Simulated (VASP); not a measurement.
# MgS (I-4m2) in VASP: notebook

The runs below take MgS through single point, with r2SCAN.

Everything below comes from runs of VASP 6.6.1. Logs are shortened: lines on timing, memory, paths and dates and some standing lists are left out, and cuts for length are marked.

## 1. The cell of the first run

Symmetry: I-4m2, No. 119, tetragonal system. Conventional cell: a = 3.883 Å, b = 3.883 Å, c = 5.883 Å, α = 90.00°, β = 90.00°, γ = 90.00°. Within 3.2 Å of Mg (site symmetry -4m2) lie 4 S at 2.44 Å. S (site symmetry -4m2) has 4 Mg at 2.44 Å within 3.2 Å.

## 2. Single point, r2SCAN (epitaxial xy strain -3.0%)

POSCAR reads:

```
MgS
1.0
    0.0000000000      2.7459505360      2.9415026199
    2.7459505360      0.0000000000      2.9415026199
    2.7459505360      2.7459505360      0.0000000000
Mg S
1 1
Direct
    0.0000000000      0.0000000000      0.0000000000
    0.2500000000      0.2500000000      0.2500000000
```

INCAR.step1 reads:

```
SYSTEM = MgS
ALGO = Normal
EDIFF = 1E-4
ENCUT = 520
GGA = PE
ISMEAR = 0
LASPH = .True.
LCHARG = .False.
LREAL = .False.
LWAVE = .True.
NBANDS = 11
NELM = 60
PREC = Accurate
SIGMA = 0.01
```

INCAR.step2 reads:

```
SYSTEM = MgS
ALGO = Normal
EDIFF = 1E-6
ENCUT = 520
ISIF = 2
ISMEAR = 0
ISTART = 1
LASPH = .True.
LCHARG = .True.
LELF = .True.
LMIXTAU = .True.
LREAL = .False.
LVHAR = .True.
LWAVE = .False.
METAGGA = R2SCAN
NBANDS = 11
NELM = 60
PREC = Accurate
SIGMA = 0.01
```

KPOINTS reads:

```
k-points
0
Gamma
  8 8 8
  0 0 0
```

Potentials or basis: VASP PAW PBE potentials, release 64 (Mg, S).

The run is started by

```bash
$ cat potpaw_PBE.64/Mg/POTCAR potpaw_PBE.64/S/POTCAR > POTCAR
$ cp INCAR.step1 INCAR
$ mpirun -np 1 vasp_std > vasp.out
$ cp INCAR.step2 INCAR
$ mpirun -np 1 vasp_std > vasp.out
```

OUTCAR:

```text
SYSTEM = MgS
   EDIFF = 1E-6
   ENCUT = 520
   ISIF = 2
   ISMEAR = 0
   ISTART = 1
   LASPH = .True.
   LREAL = .False.
   METAGGA = R2SCAN
   NELM = 60
   PREC = Accurate

 ion  position               nearest neighbor table
   1  0.000  0.000  0.000-   2 2.44   2 2.44   2 2.44   2 2.44
   2  0.250  0.250  0.250-   1 2.44   1 2.44   1 2.44   1 2.44

  LATTYP: Found a body centered tetragonal cell.
 ALAT       =     3.8833604896
 C/A-ratio  =     1.5149263777

  Lattice vectors:

 A1 = (  -2.7459505360,   0.0000000000,   2.9415026199)
 A2 = (   2.7459505360,   0.0000000000,   2.9415026199)
 A3 = (   0.0000000000,   2.7459505360,  -2.9415026199)

Analysis of symmetry for initial positions (statically):
=====================================================================
 Subroutine PRICEL returns:
 Original cell was already a primitive cell.

 Routine SETGRP: Setting up the symmetry group for a
 body centered tetragonal supercell.

 Subroutine GETGRP returns: Found  8 space group operations
 (whereof  8 operations were pure point group operations)
 out of a pool of 16 trial point group operations.

The static configuration has the point symmetry D_2d.

Analysis of symmetry for dynamics (positions and initial velocities):
=====================================================================
 Subroutine PRICEL returns:
 Original cell was already a primitive cell.

 Routine SETGRP: Setting up the symmetry group for a
 body centered tetragonal supercell.

 Subroutine GETGRP returns: Found  8 space group operations
 (whereof  8 operations were pure point group operations)
 out of a pool of 16 trial point group operations.

The dynamic configuration has the point symmetry D_2d.

 Subroutine INISYM returns: Found  8 space group operations
 (whereof  8 operations are pure point group operations),
 and found     1 'primitive' translations

----------------------------------------------------------------------------------------

                                     Primitive cell

  volume of cell :      44.3593

  direct lattice vectors                    reciprocal lattice vectors
     0.000000000  2.745950536  2.941502620    -0.182086310  0.182086310  0.169981151
     2.745950536  0.000000000  2.941502620     0.182086310 -0.182086310  0.169981151
     2.745950536  2.745950536  0.000000000     0.182086310  0.182086310 -0.169981151

  length of vectors
     4.024013172  4.024013172  3.883360490     0.308552167  0.308552167  0.308552167

  position of ions in fractional coordinates (direct lattice)
     0.000000000  0.000000000  0.000000000
[... 89 lines left out ...]
   NELECT =       8.0000    total number of electrons
   NUPDOWN=      -1.0000    fix difference up-down
   EMIN   =  10.00;   EMAX   =-10.00  energy-range for DOS
   EFERMI =   0.00;   METHOD = LEGACY
   ISMEAR =     0;   SIGMA  =   0.01  broadening in eV -4-tet -1-fermi 0-gaus
   EFERMI_NEDOS =   21; number of points for ismear=-14 and -15
   IALGO  =     38    algorithm
   IMIX   =      4    mixing-type and parameters
     AMIX     =   0.40;   BMIX     =  1.00
     AMIX_MAG =   1.60;   BMIX_MAG =  1.00
  volume/ion in A,a.u.               =      22.18       149.68
  Fermi-wavevector in a.u.,A,eV,Ry     =   0.924932  1.747869 11.639781  0.855500
  Thomas-Fermi vector in A             =   2.050732
   LORBIT       =      0    0 simple, 1 ext, 2 COOP (PROOUT), +10 PAW based schemes
   METAGGA = R2SCAN    functional components
   LHFCALC =     F    Hartree Fock is set to
   AEXX    =    0.0000 exact exchange contribution
   IVDW    =     0    specifies the selected vdW correction
   LEPSILON=     F    determine dielectric tensor
   LRPA    =     F    only Hartree local field effects (RPA)
 non-spin polarized calculation
 Gauss-broadening in eV      SIGMA  =   0.01
  energy-cutoff  :      520.00
  volume of cell :       44.36
 maximum number of plane-waves:      1216
 NGX is ok and might be reduce to    30
   NGX = 15   NGY = 15   NGZ = 15

 number of electron       8.0000000 magnetization

 Free energy of the ion-electron system (eV)
  ---------------------------------------------------
  ext. energy  EPLUGINS =         0.00000000
  ---------------------------------------------------
  free energy    TOTEN  =       -15.43647727 eV

  energy without entropy =      -15.43647727  energy(sigma->0) =      -15.43647727

 E-fermi :   1.0383     XC(G=0):  -8.8695

 val. band max:        0.9958577950   @ k =   0.0000   0.0000   0.0000
 cond. band min:       5.1485655917   @ k =   0.0000   0.0000   0.0000
 fundamental gap:      4.1527077968
 Fermi energy:         1.0382923021

 k-point     1 :       0.0000    0.0000    0.0000
  band No.  band energies     occupation
      1     -10.8971      2.00000
      2       0.7775      2.00000
      3       0.9959      2.00000
      4       0.9959      2.00000
      5       5.1486      0.00000
      6       9.5524      0.00000
      7       9.6077      0.00000
      8       9.6077      0.00000
      9      11.7541      0.00000
     10      13.0331      0.00000
     11      14.7439      0.00000
[... 309 lines left out ...]
 k-point    24 :       0.3750    0.0000    0.1250
  band No.  band energies     occupation
      1     -10.3004      2.00000
      2      -1.6148      2.00000
      3       0.2904      2.00000
      4       0.5336      2.00000
      5       7.0853      0.00000
      6       8.8685      0.00000
      7       9.6112      0.00000
      8       9.9616      0.00000
      9      12.5571      0.00000
     10      13.9655      0.00000
     11      15.1164      0.00000

 [... further k-points ...]

------------------------ aborting loop because EDIFF is reached ----------------------------------------

  FORCE on cell =-STRESS in cart. coord.  units (eV):
  Direction    XX          YY          ZZ          XY          YZ          ZX
  --------------------------------------------------------------------------------------
  -------------------------------------------------------------------------------------
  Total        0.4553009      0.4553009     -0.0815110      0.0000000      0.0000000      0.0000000
  in kB       16.4446414     16.4446414     -2.9440308      0.0000000      0.0000000      0.0000000
  external PRESSURE =       9.9817507 kB  Pullay stress =       0.0000000 kB

 VOLUME and BASIS-vectors are now :
 -----------------------------------------------------------------------------
  energy-cutoff  :      520.00
  volume of cell :       44.36
      direct lattice vectors                 reciprocal lattice vectors
     0.000000000  2.745950536  2.941502620    -0.182086310  0.182086310  0.169981151
     2.745950536  0.000000000  2.941502620     0.182086310 -0.182086310  0.169981151
     2.745950536  2.745950536  0.000000000     0.182086310  0.182086310 -0.169981151

 POSITION                                       TOTAL-FORCE (eV/Angst)
 -----------------------------------------------------------------------------------
      0.00000      0.00000      0.00000        -0.000000     -0.000000     -0.000000
      1.37298      1.37298      1.47075         0.000000      0.000000      0.000000
 -----------------------------------------------------------------------------------
    total drift:                               -0.000001     -0.000001     -0.000004

  FREE ENERGIE OF THE ION-ELECTRON SYSTEM (eV)
  ---------------------------------------------------
  free  energy   TOTEN  =       -15.4364772678 eV

  energy  without entropy=      -15.4364772678  energy(sigma->0) =      -15.43647727
```

OSZICAR.step1:

```text
N       E                     dE             d eps       ncg     rms          rms(c)
DAV:   1     0.243620000066E+02    0.24362E+02   -0.33487E+03  1306   0.569E+02
DAV:   2    -0.717286607549E+01   -0.31535E+02   -0.30318E+02  1621   0.101E+02
DAV:   3    -0.895162074732E+01   -0.17788E+01   -0.17763E+01  1580   0.259E+01
DAV:   4    -0.896606917786E+01   -0.14448E-01   -0.14447E-01  1575   0.282E+00
DAV:   5    -0.896624741212E+01   -0.17823E-03   -0.17823E-03  1673   0.308E-01    0.410E+00
DAV:   6    -0.847911026049E+01    0.48714E+00   -0.11965E+00  1442   0.410E+00    0.316E+00
DAV:   7    -0.844347901842E+01    0.35631E-01   -0.27355E-01  1544   0.215E+00    0.247E+00
DAV:   8    -0.845094050204E+01   -0.74615E-02   -0.23488E-02  1439   0.923E-01    0.141E+00
DAV:   9    -0.845006359072E+01    0.87691E-03   -0.25024E-03  1478   0.249E-01    0.436E-01
DAV:  10    -0.845025208221E+01   -0.18849E-03   -0.61970E-04  1463   0.118E-01    0.830E-02
DAV:  11    -0.845025845033E+01   -0.63681E-05   -0.52199E-05  1320   0.300E-02
   1 F= -.84502585E+01 E0= -.84502585E+01  d E =-.255229E-58
```

Run time: 74 s. Hardware: 1 thread of Intel Xeon 6975P-C (Granite Rapids), shared host; peak memory 0.18 GiB.

Results:

```
Free energy            : -15.4365 eV
Pressure               : 1.0 GPa
Band gap on the k mesh : 4.15 eV, direct
```

Levels at points of the mesh, in eV from the valence-band top:
```tsv
k point	band 1	band 2	band 3	band 4	band 5	band 6	band 7	band 8	band 9
(0.00, 0.00, 0.00)	-11.89	-0.22	0.00	0.00	4.15	8.56	8.61	8.61	10.76
(0.50, 0.00, 0.00)	-11.16	-3.30	-0.61	-0.22	5.70	7.95	8.52	9.33	13.59
(0.50, 0.50, 0.00)	-11.01	-3.18	-0.92	-0.92	4.37	6.55	11.69	13.59	13.59
(0.50, 0.00, 0.50)	-10.88	-2.85	-1.28	-1.25	4.18	6.05	12.51	12.51	13.83
```

Caveat: the cell differs from its parent crystal (epitaxial xy strain -3.0%); the PAW data sets were made with another functional, which shifts forces and pressure a little. A k mesh can miss the band edges.

## 3. Single point, r2SCAN (epitaxial xy strain +2.0%)

POSCAR reads:

```
MgS
1.0
    0.0000000000      2.8874943781      2.7484686699
    2.8874943781      0.0000000000      2.7484686699
    2.8874943781      2.8874943781      0.0000000000
Mg S
1 1
Direct
    0.0000000000      0.0000000000      0.0000000000
    0.2500000000      0.2500000000      0.2500000000
```

INCAR.step1 reads:

```
SYSTEM = MgS
ALGO = Normal ; EDIFF = 1E-4
ENCUT = 520 ; GGA = PE
ISMEAR = 0 ; LASPH = .TRUE.
LCHARG = .FALSE. ; LREAL = .FALSE.
LWAVE = .TRUE. ; NBANDS = 11
NELM = 60 ; PREC = Accurate
SIGMA = 0.01
```

INCAR.step2 reads:

```
SYSTEM = MgS
ALGO = Normal ; EDIFF = 1E-7
ENCUT = 520 ; ISIF = 2
ISMEAR = 0 ; ISTART = 1
LASPH = .TRUE. ; LCHARG = .FALSE.
LMIXTAU = .TRUE. ; LREAL = .FALSE.
LWAVE = .FALSE. ; METAGGA = R2SCAN
NBANDS = 11 ; NELM = 60
PREC = Accurate ; SIGMA = 0.01
```

KPOINTS reads:

```
k-points
0
G
  8 8 8
  0 0 0
```

Potentials or basis: VASP PAW PBE potentials, release 64 (Mg, S).

The run is started by

```bash
$ cat potpaw_PBE.64/Mg/POTCAR potpaw_PBE.64/S/POTCAR > POTCAR
$ cp INCAR.step1 INCAR
$ mpirun -np 1 vasp_std > vasp.out
$ cp INCAR.step2 INCAR
$ mpirun -np 1 vasp_std > vasp.out
```

It took 2.1 min on 1 thread of Intel Xeon 6975P-C (Granite Rapids), shared host; peak memory 0.18 GiB.

It converged, with:

| Property | Result |
| --- | --- |
| Free energy | -15.4440 eV |
| Pressure | -0.9 GPa |
| Band gap on the k mesh | 3.99 eV, direct |

Stress tensor (GPa, compression positive):
```
-1.28  0.00  0.00
 0.00 -1.28  0.00
 0.00  0.00 -0.26
```

Levels at points of the mesh, in eV from the valence-band top:
```csv
k point,band 1,band 2,band 3,band 4,band 5,band 6,band 7,band 8
"(0.00, 0.00, 0.00)",-11.79,-0.12,-0.12,0.00,3.99,8.48,8.48,8.52
"(0.50, 0.00, 0.00)",-11.10,-3.20,-0.53,-0.29,5.63,7.88,8.40,9.15
"(0.50, 0.50, 0.00)",-10.83,-2.72,-1.27,-1.27,4.18,5.91,12.34,12.95
"(0.50, 0.00, 0.50)",-10.91,-2.95,-1.05,-1.03,4.29,6.29,11.72,12.66
```

Caveat: the cell differs from its parent crystal (epitaxial xy strain +2.0%); the PAW data sets were made with another functional, which shifts forces and pressure a little.
